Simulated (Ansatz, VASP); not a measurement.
## Two plane-wave programs on ZnS

File POSCAR:

```
ZnS
1.0
    0.0000000000      2.6940858334      2.6940858334
    2.6940858334      0.0000000000      2.6940858334
    2.6940858334      2.6940858334      0.0000000000
Zn S
1 1
Direct
    0.0000000000      0.0000000000      0.0000000000
    0.2500000000      0.2500000000      0.2500000000
```

INCAR.step1

```
SYSTEM = ZnS
ALGO = Normal ; EDIFF = 1E-5
ENCUT = 520 ; GGA = PE
ISIF = 2 ; ISMEAR = 1
LASPH = .TRUE. ; LCHARG = .FALSE.
LREAL = .FALSE. ; LWAVE = .TRUE.
NBANDS = 16 ; NELM = 80
PREC = Accurate ; SIGMA = 0.001
```

File INCAR.step2:

```
SYSTEM = ZnS
ALGO = Normal ; EDIFF = 1E-6
ENCUT = 520 ; GGA = PE
HFSCREEN = 0.2079 ; ISIF = 2
ISMEAR = 1 ; ISTART = 1
LASPH = .TRUE. ; LCHARG = .FALSE.
LHFCALC = .TRUE. ; LREAL = .FALSE.
LWAVE = .FALSE. ; NBANDS = 16
NELM = 80 ; PREC = Accurate
PRECFOCK = Normal ; SIGMA = 0.001
```

File KPOINTS:

```
k-points
0
G
  4 4 4
  0 0 0
```

Input for Ansatz:

```yaml
crystal:
  lattice:
    - [0.0, 2.6940858334, 2.6940858334]
    - [2.6940858334, 0.0, 2.6940858334]
    - [2.6940858334, 2.6940858334, 0.0]
  atoms:
    - { symbol: Zn, position: [0.0, 0.0, 0.0] }
    - { symbol: S, position: [0.25, 0.25, 0.25] }
kpoints:
  mp_grid: { grid: [4, 4, 4] }
hamiltonian:
  xc: hse06
scf:
  occupations: { method: methfessel_paxton, width: 0.001 }
  n_extra_bands: 4
output:
  forces: true
  stress: true
  eigenvalues: true
```

Alike in both runs: task single point; functional HSE06; k mesh 4 × 4 × 4; occupations methfessel-paxton of order 1, width 0.001 eV; no spin polarisation.

|  | VASP | Ansatz |
| --- | --- | --- |
| version | VASP 6.6.1 | Ansatz 0.2.0 |
| potentials or method | VASP PAW PBE potentials, release 64 (Zn, S) | plane waves |
| plane-wave cutoff (eV) | 520 | 420 |
| valence electrons in the cell | 18 | 18 |

Ansatz gave:

| Property | Result |
| --- | --- |
| gap on the k mesh at the Fermi level (eV) | 3.39 |
| pressure (GPa) | 1.9 |

Which values does VASP return?

gap on the k mesh at the Fermi level (eV): 3.38; pressure (GPa): 1.9.

Ansatz's warnings: stress exchange threshold loose, stress scf threshold loose.

The k mesh is coarse, so the values compare programs but aren't converged.
